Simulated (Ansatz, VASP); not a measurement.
# K2Pt in VASP and in Ansatz

```
K Pt
1.0
     0.00000    3.76256    3.78146
     3.80037    0.00000    3.78146
     3.80037    3.76256    0.00000
K Pt
2 1
Direct
  0.75000 0.75000 0.75000
  0.25000 0.25000 0.25000
  0.00000 0.00000 0.00000
```

Change from the starting cell: strain +0.0050 x Voigt [1, -1, 0, 0, 0, 0], atoms carried along.

Alike in both runs: task single point; functional LDA; k mesh 6 × 6 × 6; occupations gaussian, width 0.05 eV; no spin polarisation.

|  | VASP | Ansatz |
| --- | --- | --- |
| version | VASP 6.6.1 | Ansatz 0.2.0 |
| potentials or method | VASP PAW LDA potentials, release 64 (K_sv, Pt), cutoff 520 eV | scalar-relativistic, plane waves, PAW |
| valence electrons in the cell | 28 | 36 |

|  | VASP | Ansatz | Ansatz less VASP |
| --- | --- | --- | --- |
| gap on the k mesh at the Fermi level (eV) | 1.31 | 1.31 | -0.008 |
| least direct gap on the mesh (eV) | 1.39 | 1.38 | -0.008 |
| pressure (GPa) | -1.8 | -1.9 | -0.07 |
| traceless stress, the component that is largest in VASP (GPa) | -0.11 | -0.11 | -0.001 |

LDA's correlation is that of Perdew and Zunger in VASP and of Perdew and Wang (1992) in Ansatz. VASP's potentials hold 28 valence electrons a cell and Ansatz's 36, so a difference there can come from the potentials and not from the codes.

Spin-orbit coupling is off throughout.
